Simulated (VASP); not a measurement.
# Li3Os (P-3m1) in VASP: notebook

Runs on Li3Os. Level: PBE. Tasks: single point.

All numbers are computed with VASP 6.6.1; they aren't measurements. Logs are shortened: lines on timing, memory, paths and dates and some standing lists are left out, and cuts for length are marked.

## (1) The cell of the first run

The structure is trigonal, space group P-3m1 (No. 164). The conventional cell has a = 2.682 Å, b = 2.682 Å, c = 9.786 Å, α = 90.00°, β = 90.00°, γ = 120.00°. Within 3.5 Å of Li (site symmetry 3m) lie 9 Li at 2.68 to 3.10 Å and 3 Os at 2.70 Å. Within 3.5 Å of Li (site symmetry -3m) lie 12 Li at 2.68 to 3.10 Å. Within 3.5 Å of Os (site symmetry -3m) lie 6 Os at 2.68 Å and 6 Li at 2.70 Å.

The cell was generated, and may not be a known phase.

## (2) Single point, PBE

Contents of INCAR:

```
  ALGO = Normal
  EDIFF = 1E-7
  ENCUT = 520
  GGA = PE
  ISIF = 2
  ISMEAR = 0
  LASPH = T
  LCHARG = F
  LREAL = F
  LWAVE = F
  NBANDS = 16
  NELM = 100
  PREC = Accurate
  SIGMA = 0.1
```

Contents of KPOINTS:

```
k-points
0
Gamma
  6 6 2
```

Contents of POSCAR:

```
Li3Os
1.0
    2.6817231191      0.0000000000      0.0000000000
   -1.3408615595      2.3224403470      0.0000000000
    0.0000000000      0.0000000000      9.7860161096
Li Os
3 1
Direct
    0.6666666667      0.3333333333      0.7261382728
    0.0000000000      0.0000000000      0.0000000000
    0.3333333333      0.6666666667      0.2738617272
    0.0000000000      0.0000000000      0.5000000000
```

Potentials or basis: VASP PAW PBE potentials, release 64 (Li_sv, Os).

Started as:

```sh
cat potpaw_PBE.64/Li_sv/POTCAR potpaw_PBE.64/Os/POTCAR > POTCAR
mpirun -np 1 vasp_std > vasp.out
```

OUTCAR:

```text
EDIFF = 1E-7
   ENCUT = 520
   GGA = PE
   ISIF = 2
   ISMEAR = 0
   LASPH = T
   LREAL = F
   NELM = 100
   PREC = Accurate

 ion  position               nearest neighbor table
   1  0.667  0.333  0.726-   4 2.70   4 2.70   4 2.70
   2  0.000  0.000  0.000-
   3  0.333  0.667  0.274-   4 2.70   4 2.70   4 2.70
   4  0.000  0.000  0.500-   1 2.70   3 2.70   3 2.70   1 2.70   1 2.70   3 2.70

  LATTYP: Found a hexagonal cell.
 ALAT       =     2.6817231191
 C/A-ratio  =     3.6491523080

  Lattice vectors:

 A1 = (   2.6817231191,   0.0000000000,   0.0000000000)
 A2 = (  -1.3408615595,   2.3224403470,   0.0000000000)
 A3 = (   0.0000000000,   0.0000000000,   9.7860161096)

Analysis of symmetry for initial positions (statically):
=====================================================================
 Subroutine PRICEL returns:
 Original cell was already a primitive cell.

 Routine SETGRP: Setting up the symmetry group for a
 hexagonal supercell.

 Subroutine GETGRP returns: Found 12 space group operations
 (whereof 12 operations were pure point group operations)
 out of a pool of 24 trial point group operations.

The static configuration has the point symmetry D_3d.

Analysis of symmetry for dynamics (positions and initial velocities):
=====================================================================
 Subroutine PRICEL returns:
 Original cell was already a primitive cell.

 Routine SETGRP: Setting up the symmetry group for a
 hexagonal supercell.

 Subroutine GETGRP returns: Found 12 space group operations
 (whereof 12 operations were pure point group operations)
 out of a pool of 24 trial point group operations.

The dynamic configuration has the point symmetry D_3d.

 Subroutine INISYM returns: Found 12 space group operations
 (whereof 12 operations are pure point group operations),
 and found     1 'primitive' translations

----------------------------------------------------------------------------------------

                                     Primitive cell

  volume of cell :      60.9487

  direct lattice vectors                    reciprocal lattice vectors
     2.681723119  0.000000000  0.000000000     0.372894574  0.215290783  0.000000000
    -1.340861559  2.322440347  0.000000000     0.000000000  0.430581565  0.000000000
     0.000000000  0.000000000  9.786016110     0.000000000  0.000000000  0.102186629

  length of vectors
     2.681723119  2.681723119  9.786016110     0.430581565  0.430581565  0.102186629

  position of ions in fractional coordinates (direct lattice)
     0.666666667  0.333333333  0.726138273
     0.000000000  0.000000000  0.000000000
     0.333333333  0.666666667  0.273861727
     0.000000000  0.000000000  0.500000000

  ion indices of the primitive-cell ions
   primitive index   ion index
                 1           1
                 2           2
                 3           3
                 4           4

----------------------------------------------------------------------------------------

 KPOINTS: k-points

Automatic generation of k-mesh.
 Grid dimensions read from file:
 generate k-points for:    6    6    2

 Generating k-lattice:

  Cartesian coordinates                     Fractional coordinates (reciprocal lattice)
     0.062149096  0.035881797  0.000000000     0.166666667  0.000000000  0.000000000
     0.000000000  0.071763594  0.000000000     0.000000000  0.166666667  0.000000000
     0.000000000  0.000000000  0.051093315     0.000000000  0.000000000  0.500000000

  Length of vectors
     0.071763594  0.071763594  0.051093315

  Shift w.r.t. Gamma in fractional coordinates (k-lattice)
     0.000000000  0.000000000  0.000000000

 Subroutine IBZKPT returns following result:
 ===========================================

 Found     14 irreducible k-points:

 Following reciprocal coordinates:
            Coordinates               Weight
  0.000000  0.000000  0.000000      1.000000
  0.166667 -0.000000  0.000000      6.000000
  0.333333 -0.000000  0.000000      6.000000
  0.500000 -0.000000  0.000000      3.000000
  0.166667  0.166667  0.000000      6.000000
  0.333333  0.166667  0.000000     12.000000
  0.333333  0.333333  0.000000      2.000000
  0.000000  0.000000  0.500000      1.000000
  0.166667 -0.000000  0.500000      6.000000
  0.333333 -0.000000  0.500000      6.000000
  0.500000 -0.000000  0.500000      3.000000
  0.166667  0.166667  0.500000      6.000000
  0.333333  0.166667  0.500000     12.000000
  0.333333  0.333333  0.500000      2.000000
   k-points           NKPTS =     14   k-points in BZ     NKDIM =     14   number of bands    NBANDS=     16
   number of dos      NEDOS =    301   number of ions     NIONS =      4
   total plane-waves  NPLWV =  32000
   dimension x,y,z NGX =    20 NGY =   20 NGZ =   80
   dimension x,y,z NGXF=    40 NGYF=   40 NGZF=  160
   ions per type =               3   1
   NGX,Y,Z   is equivalent  to a cutoff of  12.40, 12.40, 13.59 a.u.
   NGXF,Y,Z  is equivalent  to a cutoff of  24.80, 24.80, 27.18 a.u.
 SYSTEM =  unknown system
   PREC   = accura    normal or accurate (medium, high low for compatibility)
   ISTART =      0    job   : 0-new  1-cont  2-samecut
   ICHARG =      2    charge: 1-file 2-atom 10-const
   ISPIN  =      1    spin polarized calculation?
   LNONCOLLINEAR =      F non collinear calculations
   LSORBIT =      F    spin-orbit coupling
   LASPH  =      T    aspherical Exc in radial PAW
   ENCUT  =  520.0 eV  38.22 Ry    6.18 a.u.   4.99  4.99 18.20*2*pi/ulx,y,z
   NELM   =    100;   NELMIN=  2; NELMDL= -5     # of ELM steps
   EDIFF  = 0.1E-06   stopping-criterion for ELM
   LREAL  =      F    real-space projection
   EDIFFG = 0.1E-05   stopping-criterion for IOM
   NSW    =      0    number of steps for IOM
   IBRION =     -1    ionic relax: 0-MD 1-quasi-New 2-CG
   NFREE  =      0    steps in history (QN), initial steepest desc. (CG)
   ISIF   =      2    stress and relaxation
   ISYM   =      2    0-nonsym 1-usesym 2-fastsym
   POTIM  = 0.5000    time-step for ionic-motion
   TEBEG  =    0.0;   TEEND  =   0.0 temperature during run
   PSTRESS=    0.0 pullay stress
   NELECT =      17.0000    total number of electrons
   NUPDOWN=      -1.0000    fix difference up-down
   EMIN   =  10.00;   EMAX   =-10.00  energy-range for DOS
   EFERMI =   0.00;   METHOD = LEGACY
   ISMEAR =     0;   SIGMA  =   0.10  broadening in eV -4-tet -1-fermi 0-gaus
   EFERMI_NEDOS =   21; number of points for ismear=-14 and -15
   IALGO  =     38    algorithm
   IMIX   =      4    mixing-type and parameters
     AMIX     =   0.40;   BMIX     =  1.00
     AMIX_MAG =   1.60;   BMIX_MAG =  1.00
  volume/ion in A,a.u.               =      15.24       102.83
  Fermi-wavevector in a.u.,A,eV,Ry     =   1.069637  2.021320 15.566736  1.144123
  Thomas-Fermi vector in A             =   2.205322
   LORBIT       =      0    0 simple, 1 ext, 2 COOP (PROOUT), +10 PAW based schemes
   GGA     = PE    functional components
   LHFCALC =     F    Hartree Fock is set to
   AEXX    =    0.0000 exact exchange contribution
   IVDW    =     0    specifies the selected vdW correction
   LEPSILON=     F    determine dielectric tensor
   LRPA    =     F    only Hartree local field effects (RPA)
 non-spin polarized calculation
 Gauss-broadening in eV      SIGMA  =   0.10
  energy-cutoff  :      520.00
  volume of cell :       60.95
 maximum number of plane-waves:      1674
 NGX is ok and might be reduce to    20
   NGX =  9   NGY =  9   NGZ = 37

 number of electron      16.9999997 magnetization

 Free energy of the ion-electron system (eV)
  ---------------------------------------------------
  ext. energy  EPLUGINS =         0.00000000
  ---------------------------------------------------
  free energy    TOTEN  =       -16.58456582 eV

  energy without entropy =      -16.56953152  energy(sigma->0) =      -16.57704867

 E-fermi :   3.1550     XC(G=0):  -9.2021

 val. band max:        3.0798943131   @ k =   0.1667   0.1667   0.5000
 cond. band min:       3.2105968868   @ k =   0.1667   0.1667   0.0000
 fundamental gap:      0.1307025737
 Fermi energy:         3.1550189205

 k-point     1 :       0.0000    0.0000    0.0000
  band No.  band energies     occupation
      1     -43.6378      2.00000
      2     -42.7360      2.00000
      3     -42.7352      2.00000
      4      -4.8058      2.00000
      5      -0.9303      2.00000
      6       0.0463      2.00000
[... 8 lines left out ...]
     15      13.7437      0.00000
     16      18.9008      0.00000

 k-point     2 :       0.1667   -0.0000    0.0000
  band No.  band energies     occupation
      1     -43.6252      2.00000
      2     -42.7229      2.00000
      3     -42.7224      2.00000
      4      -3.6638      2.00000
      5      -0.4554      2.00000
      6       0.2904      2.00000
[... 8 lines left out ...]
     15      13.5986      0.00000
     16      16.0184      0.00000

 k-point     3 :       0.3333   -0.0000    0.0000
  band No.  band energies     occupation
      1     -43.6001      2.00000
      2     -42.6969      2.00000
      3     -42.6967      2.00000
      4      -2.3545      2.00000
      5      -0.5745      2.00000
      6       0.3060      2.00000
[... 8 lines left out ...]
     15      11.6240      0.00000
     16      12.5471      0.00000

 k-point     4 :       0.5000   -0.0000    0.0000
  band No.  band energies     occupation
      1     -43.5874      2.00000
      2     -42.6839      2.00000
      3     -42.6837      2.00000
      4      -2.5951      2.00000
      5      -1.0576      2.00000
      6       1.3759      2.00000
[... 8 lines left out ...]
     15      10.1098      0.00000
     16      11.1968      0.00000

 k-point     5 :       0.1667    0.1667    0.0000
  band No.  band energies     occupation
      1     -43.6064      2.00000
      2     -42.7034      2.00000
      3     -42.7032      2.00000
      4      -1.8170      2.00000
      5      -0.2177      2.00000
      6      -0.1919      2.00000
[... 8 lines left out ...]
     15      12.5591      0.00000
     16      13.0789      0.00000

 k-point     6 :       0.3333    0.1667    0.0000
  band No.  band energies     occupation
      1     -43.5875      2.00000
      2     -42.6839      2.00000
      3     -42.6838      2.00000
      4      -1.4128      2.00000
      5      -0.6325      2.00000
      6       1.1693      2.00000
[... 8 lines left out ...]
     15       9.8834      0.00000
     16      10.2072      0.00000

 k-point     7 :       0.3333    0.3333    0.0000
  band No.  band energies     occupation
      1     -43.5812      2.00000
      2     -42.6774      2.00000
      3     -42.6774      2.00000
      4       0.3532      2.00000
      5       0.3532      2.00000
      6       0.5944      2.00000
[... 8 lines left out ...]
     15      10.5103      0.00000
     16      11.3025      0.00000

 k-point     8 :       0.0000    0.0000    0.5000
  band No.  band energies     occupation
      1     -43.6378      2.00000
      2     -42.7359      2.00000
      3     -42.7352      2.00000
      4      -4.8056      2.00000
      5      -0.7170      2.00000
      6      -0.6150      2.00000
[... 8 lines left out ...]
     15      16.2051      0.00000
     16      16.2901      0.00000

 k-point     9 :       0.1667   -0.0000    0.5000
  band No.  band energies     occupation
      1     -43.6253      2.00000
      2     -42.7229      2.00000
      3     -42.7224      2.00000
      4      -3.6632      2.00000
      5      -0.2836      2.00000
      6      -0.1848      2.00000
[... 8 lines left out ...]
     15      15.6701      0.00000
     16      15.9909      0.00000

 k-point    10 :       0.3333   -0.0000    0.5000
  band No.  band energies     occupation
      1     -43.6001      2.00000
      2     -42.6969      2.00000
      3     -42.6966      2.00000
      4      -2.3544      2.00000
      5      -0.5776      2.00000
      6       0.3486      2.00000
[... 8 lines left out ...]
     15      11.4666      0.00000
     16      12.0468      0.00000

 k-point    11 :       0.5000   -0.0000    0.5000
  band No.  band energies     occupation
      1     -43.5875      2.00000
      2     -42.6840      2.00000
      3     -42.6837      2.00000
      4      -2.5953      2.00000
      5      -1.0579      2.00000
      6       1.3692      2.00000
[... 8 lines left out ...]
     15       9.7011      0.00000
     16      11.2755      0.00000

 k-point    12 :       0.1667    0.1667    0.5000
  band No.  band energies     occupation
      1     -43.6064      2.00000
      2     -42.7034      2.00000
      3     -42.7031      2.00000
      4      -1.8147      2.00000
      5      -0.2192      2.00000
      6      -0.2119      2.00000
[... 8 lines left out ...]
     15      12.6590      0.00000
     16      13.2191      0.00000

 k-point    13 :       0.3333    0.1667    0.5000
  band No.  band energies     occupation
      1     -43.5875      2.00000
      2     -42.6839      2.00000
      3     -42.6838      2.00000
      4      -1.4129      2.00000
      5      -0.6328      2.00000
      6       1.1822      2.00000
[... 8 lines left out ...]
     15      10.1410      0.00000
     16      11.4453      0.00000

 k-point    14 :       0.3333    0.3333    0.5000
  band No.  band energies     occupation
      1     -43.5813      2.00000
      2     -42.6774      2.00000
      3     -42.6774      2.00000
      4       0.3535      2.00000
      5       0.3535      2.00000
      6       0.5942      2.00000
[... 8 lines left out ...]
     15      10.2773      0.00000
     16      11.3689      0.00000

------------------------ aborting loop because EDIFF is reached ----------------------------------------

  FORCE on cell =-STRESS in cart. coord.  units (eV):
  Direction    XX          YY          ZZ          XY          YZ          ZX
  --------------------------------------------------------------------------------------
  -------------------------------------------------------------------------------------
  Total       -0.1189835     -0.1189835     -0.0789635     -0.0000000     -0.0000000     -0.0000000
  in kB       -3.1277561     -3.1277561     -2.0757389     -0.0000000     -0.0000000     -0.0000000
  external PRESSURE =      -2.7770837 kB  Pullay stress =       0.0000000 kB

 VOLUME and BASIS-vectors are now :
 -----------------------------------------------------------------------------
  energy-cutoff  :      520.00
  volume of cell :       60.95
      direct lattice vectors                 reciprocal lattice vectors
     2.681723119  0.000000000  0.000000000     0.372894574  0.215290783  0.000000000
    -1.340861559  2.322440347  0.000000000     0.000000000  0.430581565  0.000000000
     0.000000000  0.000000000  9.786016110     0.000000000  0.000000000  0.102186629

 POSITION                                       TOTAL-FORCE (eV/Angst)
 -----------------------------------------------------------------------------------
      1.34086      0.77415      7.10600        -0.000000      0.000000     -0.002434
      0.00000      0.00000      0.00000         0.000000      0.000000      0.000000
     -0.00000      1.54829      2.68002        -0.000000     -0.000000      0.002434
      0.00000      0.00000      4.89301         0.000000      0.000000      0.000000
 -----------------------------------------------------------------------------------
    total drift:                                0.000000     -0.000000      0.000000

  FREE ENERGIE OF THE ION-ELECTRON SYSTEM (eV)
  ---------------------------------------------------
  free  energy   TOTEN  =       -16.5845658192 eV

  energy  without entropy=      -16.5695315243  energy(sigma->0) =      -16.57704867
```

It took 30 s on 1 thread of Intel Xeon 8259CL, shared host; peak memory 0.17 GiB.

Results:

```yaml
Free_energy: -16.5846 eV
Band_gap_on_the_k_mesh: zero (an odd number of electrons rules out a gap without spin polarisation)
```

Forces on the atoms (eV/Å):
```
Li   0.000  0.000 -0.002
Li   0.000  0.000  0.000
Li   0.000  0.000  0.002
Os   0.000  0.000  0.000
```

Caveat: the k points lie up to 0.45 Å⁻¹ apart, too coarse for converged energies and pressures of a metal; the cutoff is under 1.25 times the usual one of these potentials, so pressure, stress and relaxed cells hold a basis-set (Pulay) error; spin-orbit coupling is left out, which moves the levels of the heavy elements.

[end of part 1 of 2]

The gap in the log of VASP goes by the Fermi energy; the results here count the filled bands.